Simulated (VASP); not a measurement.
# BP (Cmmm) in VASP: relaxation of cell and atoms with PBE

Aim: the relaxation of cell and atoms of BP with PBE.

Everything below comes from runs of VASP 6.6.1. Logs are shortened: lines on timing, memory, paths and dates and some standing lists are left out, and cuts for length are marked.

## 1. The cell of the first run

The structure is orthorhombic, space group Cmmm (No. 65). Conventional cell: a = 3.887 Å, b = 5.875 Å, c = 4.581 Å, α = 90.00°, β = 90.00°, γ = 90.00°. B (site symmetry 2mm) has 1 B at 1.30 Å within 1.7 Å. P (site symmetry m2m) has 3 P at 1.91 to 2.20 Å within 2.5 Å.

The cell was generated, and may not be a known phase.

## 2. Relaxation of cell and atoms, PBE

Input file INCAR:

```
SYSTEM = BP
  ALGO = Normal
  EDIFF = 1E-7
  EDIFFG = -0.04
  ENCUT = 1230
  GGA = PE
  GGA_COMPAT = .FALSE.
  IBRION = 2
  ISIF = 3
  ISMEAR = 0
  LASPH = .TRUE.
  LCHARG = .FALSE.
  LREAL = .FALSE.
  LWAVE = .FALSE.
  NELM = 120
  NELMIN = 4
  NSW = 90
  PREC = Accurate
  SIGMA = 0.1
```

Input file KPOINTS:

```
k-points
0
G
  6 6 4
  0 0 0
```

Input file POSCAR:

```
BP
1.0
    1.9433194169     -2.9377050611      0.0000000000
    1.9433194169      2.9377050611      0.0000000000
    0.0000000000      0.0000000000      4.5806902925
B P
2 2
Direct
    0.6666666667      0.6666666667      0.5000000000
    0.3333333333      0.3333333333      0.5000000000
    0.8376387576      0.1623612424      0.0000000000
    0.1623612424      0.8376387576      0.0000000000
```

Potentials or basis: VASP PAW PBE potentials, release 64 (B_h, P).

The run is started by

```
cat potpaw_PBE.64/B_h/POTCAR potpaw_PBE.64/P/POTCAR > POTCAR
mpirun -np 1 vasp_std > vasp.out
```

OUTCAR:

```text
SYSTEM = BP
   EDIFF = 1E-7
   EDIFFG = -0.04
   ENCUT = 1230
   GGA = PE
   IBRION = 2
   ISIF = 3
   ISMEAR = 0
   LASPH = .TRUE.
   LREAL = .FALSE.
   NELM = 120
   NELMIN = 4
   NSW = 90
   PREC = Accurate

 ion  position               nearest neighbor table
   1  0.667  0.667  0.500-   2 1.30
   2  0.333  0.333  0.500-   1 1.30
   3  0.838  0.162  0.000-   4 1.91   4 2.20   4 2.20
   4  0.162  0.838  0.000-   3 1.91   3 2.20   3 2.20

  LATTYP: Found a base centered orthorhombic cell.
 ALAT       =     3.8866388338
 B/A-ratio  =     1.5116943903
 C/A-ratio  =     1.1785736953

  Lattice vectors:

 A1 = (   1.9433194169,  -2.9377050611,   0.0000000000)
 A2 = (   1.9433194169,   2.9377050611,   0.0000000000)
 A3 = (   0.0000000000,   0.0000000000,   4.5806902925)

Analysis of symmetry for initial positions (statically):
=====================================================================
 Subroutine PRICEL returns:
 Original cell was already a primitive cell.

 Routine SETGRP: Setting up the symmetry group for a
 base centered orthorhombic supercell.

 Subroutine GETGRP returns: Found  8 space group operations
 (whereof  8 operations were pure point group operations)
 out of a pool of  8 trial point group operations.

The static configuration has the point symmetry D_2h.

Analysis of symmetry for dynamics (positions and initial velocities):
=====================================================================
 Subroutine PRICEL returns:
 Original cell was already a primitive cell.

 Routine SETGRP: Setting up the symmetry group for a
 base centered orthorhombic supercell.

 Subroutine GETGRP returns: Found  8 space group operations
 (whereof  8 operations were pure point group operations)
 out of a pool of  8 trial point group operations.

The dynamic configuration has the point symmetry D_2h.

 Subroutine INISYM returns: Found  8 space group operations
 (whereof  8 operations are pure point group operations),
 and found     1 'primitive' translations

----------------------------------------------------------------------------------------

                                     Primitive cell

  volume of cell :      52.3014

  direct lattice vectors                    reciprocal lattice vectors
     1.943319417 -2.937705061  0.000000000     0.257291722 -0.170200885  0.000000000
     1.943319417  2.937705061  0.000000000     0.257291722  0.170200885  0.000000000
     0.000000000  0.000000000  4.580690292     0.000000000  0.000000000  0.218307708

  length of vectors
     3.522300581  3.522300581  4.580690292     0.308492093  0.308492093  0.218307708

  position of ions in fractional coordinates (direct lattice)
     0.666666667  0.666666667  0.500000000
     0.333333333  0.333333333  0.500000000
     0.837638758  0.162361242  0.000000000
     0.162361242  0.837638758  0.000000000

  ion indices of the primitive-cell ions
   primitive index   ion index
                 1           1
                 2           2
                 3           3
                 4           4

----------------------------------------------------------------------------------------

 KPOINTS: k-points

Automatic generation of k-mesh.
 Grid dimensions read from file:
 generate k-points for:    6    6    4

 Generating k-lattice:

  Cartesian coordinates                     Fractional coordinates (reciprocal lattice)
     0.042881954 -0.028366814  0.000000000     0.166666667  0.000000000  0.000000000
     0.042881954  0.028366814  0.000000000     0.000000000  0.166666667  0.000000000
     0.000000000  0.000000000  0.054576927     0.000000000  0.000000000  0.250000000

  Length of vectors
     0.051415349  0.051415349  0.054576927

  Shift w.r.t. Gamma in fractional coordinates (k-lattice)
     0.000000000  0.000000000  0.000000000

 Subroutine IBZKPT returns following result:
 ===========================================

 Found     39 irreducible k-points:

 Following reciprocal coordinates:
            Coordinates               Weight
  0.000000  0.000000  0.000000      1.000000
  0.166667  0.000000  0.000000      4.000000
  0.333333  0.000000  0.000000      4.000000
  0.500000  0.000000  0.000000      2.000000
  0.166667  0.166667  0.000000      2.000000
  0.333333  0.166667  0.000000      4.000000
[... 16 lines left out ...]
  0.333333  0.333333  0.250000      4.000000
  0.500000  0.333333  0.250000      8.000000
 [... further k-points ...]
   k-points           NKPTS =     39   k-points in BZ     NKDIM =     39   number of bands    NBANDS=     12
   number of dos      NEDOS =    301   number of ions     NIONS =      4
   total plane-waves  NPLWV =  86400
   dimension x,y,z NGX =    40 NGY =   40 NGZ =   54
   dimension x,y,z NGXF=    80 NGYF=   80 NGZF=  108
   ions per type =               2   2
   NGX,Y,Z   is equivalent  to a cutoff of  18.88, 18.88, 19.60 a.u.
   NGXF,Y,Z  is equivalent  to a cutoff of  37.76, 37.76, 39.20 a.u.
 SYSTEM =  BP
   PREC   = accura    normal or accurate (medium, high low for compatibility)
   ISTART =      0    job   : 0-new  1-cont  2-samecut
   ICHARG =      2    charge: 1-file 2-atom 10-const
   ISPIN  =      1    spin polarized calculation?
   LNONCOLLINEAR =      F non collinear calculations
   LSORBIT =      F    spin-orbit coupling
   LASPH  =      T    aspherical Exc in radial PAW
   ENCUT  = 1230.0 eV  90.40 Ry    9.51 a.u.  10.07 10.07 13.10*2*pi/ulx,y,z
   NELM   =    120;   NELMIN=  4; NELMDL= -5     # of ELM steps
   EDIFF  = 0.1E-06   stopping-criterion for ELM
   LREAL  =      F    real-space projection
   EDIFFG = -.4E-01   stopping-criterion for IOM
   NSW    =     90    number of steps for IOM
   IBRION =      2    ionic relax: 0-MD 1-quasi-New 2-CG
   NFREE  =      1    steps in history (QN), initial steepest desc. (CG)
   ISIF   =      3    stress and relaxation
   ISYM   =      2    0-nonsym 1-usesym 2-fastsym
   POTIM  = 0.5000    time-step for ionic-motion
   TEBEG  =    0.0;   TEEND  =   0.0 temperature during run
   PSTRESS=    0.0 pullay stress
   NELECT =      16.0000    total number of electrons
   NUPDOWN=      -1.0000    fix difference up-down
   EMIN   =  10.00;   EMAX   =-10.00  energy-range for DOS
   EFERMI =   0.00;   METHOD = LEGACY
   ISMEAR =     0;   SIGMA  =   0.10  broadening in eV -4-tet -1-fermi 0-gaus
   EFERMI_NEDOS =   21; number of points for ismear=-14 and -15
   IALGO  =     38    algorithm
   IMIX   =      4    mixing-type and parameters
     AMIX     =   0.40;   BMIX     =  1.00
     AMIX_MAG =   1.60;   BMIX_MAG =  1.00
  volume/ion in A,a.u.               =      13.08        88.24
  Fermi-wavevector in a.u.,A,eV,Ry     =   1.103089  2.084535 16.555629  1.216804
  Thomas-Fermi vector in A             =   2.239541
   LORBIT       =      0    0 simple, 1 ext, 2 COOP (PROOUT), +10 PAW based schemes
   GGA     = PE    functional components
   LHFCALC =     F    Hartree Fock is set to
   AEXX    =    0.0000 exact exchange contribution
   IVDW    =     0    specifies the selected vdW correction
   LEPSILON=     F    determine dielectric tensor
   LRPA    =     F    only Hartree local field effects (RPA)
 conjugate gradient relaxation of ions
 non-spin polarized calculation
 Gauss-broadening in eV      SIGMA  =   0.10
  energy-cutoff  :     1230.00
  volume of cell :       52.30
 maximum number of plane-waves:      5160
   NGX = 21   NGY = 21   NGZ = 27

--------------------------------------- Ionic step        1  -------------------------------------------

 number of electron      16.0000000 magnetization

 Free energy of the ion-electron system (eV)
  ---------------------------------------------------
  ext. energy  EPLUGINS =         0.00000000
  ---------------------------------------------------
  free energy    TOTEN  =       -14.77279770 eV

  energy without entropy =      -14.75610869  energy(sigma->0) =      -14.76445320

------------------------ aborting loop because EDIFF is reached ----------------------------------------

  FORCE on cell =-STRESS in cart. coord.  units (eV):
  Direction    XX          YY          ZZ          XY          YZ          ZX
  --------------------------------------------------------------------------------------
  -------------------------------------------------------------------------------------
  Total       16.2624284      9.4339720     -3.9393149      0.0000000      0.0000000      0.0000000
  in kB      498.1758542    288.9960165   -120.6751842      0.0000000      0.0000000      0.0000000
  external PRESSURE =     222.1655621 kB  Pullay stress =       0.0000000 kB
[... 822 lines left out ...]
 k-point    24 :       0.5000    0.3333    0.2500
  band No.  band energies     occupation
      1      -5.3945      2.00000
      2      -2.9783      2.00000
      3       1.0266      2.00000
      4       2.9593      2.00000
      5       4.4870      2.00000
      6       6.6023      2.00000
      7       9.6781      2.00000
      8      11.5541      0.00000
      9      12.1846      0.00000
     10      13.2677      0.00000
     11      13.8173      0.00000
     12      15.7172      0.00000

 [... further k-points ...]

[... ionic steps 4 to 49 ...]

--------------------------------------- Ionic step       50  -------------------------------------------

 number of electron      15.9999999 magnetization

------------------------ aborting loop because EDIFF is reached ----------------------------------------

  FORCE on cell =-STRESS in cart. coord.  units (eV):
  Direction    XX          YY          ZZ          XY          YZ          ZX
  --------------------------------------------------------------------------------------
  -------------------------------------------------------------------------------------
  Total       -0.0255316      0.0797109      0.0241045     -0.0000000      0.0000000      0.0000000
  in kB       -0.8534062      2.6643759      0.8057047     -0.0000000      0.0000000      0.0000000
  external PRESSURE =       0.8722248 kB  Pullay stress =       0.0000000 kB
[... 61 lines left out ...]
  energy  without entropy=      -21.5080686079  energy(sigma->0) =      -21.51072222

--------------------------------------- Ionic step       52  -------------------------------------------

 number of electron      16.0000000 magnetization

 Free energy of the ion-electron system (eV)
  ---------------------------------------------------
  ext. energy  EPLUGINS =         0.00000000
  ---------------------------------------------------
  free energy    TOTEN  =       -21.51350613 eV

  energy without entropy =      -21.50813952  energy(sigma->0) =      -21.51082283

 E-fermi :   7.9892     XC(G=0): -10.9971

 val. band max:        7.9629630500   @ k =  -0.3333   0.1667   0.5000
 cond. band min:       7.9991406260   @ k =  -0.3333   0.1667   0.0000
 fundamental gap:      0.0361775759
 Fermi energy:         7.9892003853

 k-point     1 :       0.0000    0.0000    0.0000
  band No.  band energies     occupation
      1      -8.4410      2.00000
      2      -3.0164      2.00000
      3      -0.5327      2.00000
      4       2.3456      2.00000
      5       4.4004      2.00000
      6       5.0624      2.00000
      7       5.5597      2.00000
      8       8.5150      0.00000
      9      10.2739      0.00000
     10      11.3782      0.00000
     11      13.8481      0.00000
     12      13.9237      0.00000
[... 376 lines left out ...]
  FREE ENERGIE OF THE ION-ELECTRON SYSTEM (eV)
  ---------------------------------------------------
  free  energy   TOTEN  =       -21.5135061321 eV

  energy  without entropy=      -21.5081395243  energy(sigma->0) =      -21.51082283

 reached required accuracy - stopping structural energy minimisation
```

Wall time 29 min (1 thread of AMD EPYC 7R13 (Zen 3), shared host); peak memory 0.32 GiB.

Results:

| Quantity | Value |
| --- | --- |
| Free energy | -21.5135 eV |
| Relaxed volume | 11.98 Å³/atom |
| Relaxed cell | a = 5.063 Å, b = 5.063 Å, c = 2.881 Å, α = 90.00°, β = 90.00°, γ = 139.55° |
| Space group after relaxing (to 0.1 Å) | Cmmm (No. 65) |
| Energy gained by relaxing | 1685.2 meV/atom |
| Ionic steps | 52 |
| Pressure after relaxing | -0.1 GPa |
| Largest force after relaxing | 0.015 eV/Å |
| Band gap on the k mesh | zero (bands 8 and 9 overlap by 3.16 eV) |

Forces in eV/Å, atoms in the order of the input:
```
B    0.004  0.000  0.000
B   -0.004  0.000  0.000
P    0.000  0.015  0.000
P    0.000 -0.015  0.000
```

Step by step:
```csv
step,energy change (eV),largest force (eV/Å),pressure (GPa),volume (Å³)
1,0.0000,15.3362,22.22,52.30
3,-2.7851,1.0627,-10.95,58.79
5,-3.6252,1.5677,1.86,51.05
7,-4.4947,3.1272,13.14,45.39
9,-4.9700,5.6275,38.10,38.92
11,-5.2737,2.8500,38.57,38.89
13,-6.0213,0.1964,14.79,42.91
15,-6.0964,1.4627,4.03,45.67
17,-6.1409,0.9660,4.63,45.57
19,-6.1964,1.8282,-2.56,49.37
21,-6.2673,0.5414,-0.59,48.19
23,-6.3027,0.0642,-1.51,48.96
25,-6.3219,0.1116,0.34,48.10
27,-6.3272,0.0731,0.41,48.00
29,-6.3286,0.2281,-1.09,48.52
31,-6.3315,0.1039,-0.68,48.39
33,-6.4211,0.4798,-2.65,48.85
35,-6.3334,0.8654,0.64,49.81
37,-6.6900,0.8449,-3.66,49.52
39,-6.6913,0.8208,-3.54,49.55
41,-6.6960,0.7742,-3.41,49.48
43,-6.7144,0.5531,-2.81,49.19
45,-6.7337,0.5555,-0.12,48.01
47,-6.7379,0.1962,-0.96,48.35
49,-6.7403,0.0551,-0.19,48.04
51,-6.7406,0.0554,0.05,47.93
52,-6.7407,0.0151,-0.06,47.92
```

Final structure:
```yaml
crystal:
  lattice:
    - [1.75041, -4.75065, 0.00000]
    - [1.75041, 4.75065, 0.00000]
    - [0.00000, 0.00000, 2.88147]
  atoms:
    - { symbol: B, position: [0.74165, 0.74165, 0.50000] }
    - { symbol: B, position: [0.25835, 0.25835, 0.50000] }
    - { symbol: P, position: [0.86165, 0.13835, 0.00000] }
    - { symbol: P, position: [0.13835, 0.86165, 0.00000] }
```

Levels at points of the mesh, in eV from the Fermi level:
| k point | band 5 | band 6 | band 7 | band 8 | band 9 | band 10 | band 11 | band 12 |
| --- | --- | --- | --- | --- | --- | --- | --- | --- |
| (0.00, 0.00, 0.00) | -3.59 | -2.93 | -2.43 | 0.53 | 2.28 | 3.39 | 5.86 | 5.93 |
| (0.50, 0.00, 0.00) | -3.59 | -2.73 | -1.67 | 2.05 | 2.42 | 2.63 | 3.11 | 5.48 |
| (0.50, 0.50, 0.00) | -3.43 | -3.00 | -2.73 | -0.61 | 1.98 | 2.53 | 3.81 | 5.12 |
| (0.00, 0.00, 0.50) | -6.17 | -4.37 | -1.80 | -1.53 | 0.04 | 1.82 | 3.27 | 3.89 |
| (0.50, 0.00, 0.50) | -6.08 | -5.76 | -4.70 | -1.39 | 0.21 | 0.57 | 1.15 | 3.99 |
| (0.50, 0.50, 0.50) | -4.40 | -2.51 | -0.71 | 0.39 | 1.48 | 2.60 | 2.61 | 2.83 |

Caveat: a cell axis changed by over 15 % at a fixed basis, so the end point is rough.

The gap in the log of VASP goes by the Fermi energy; the results here count the filled bands.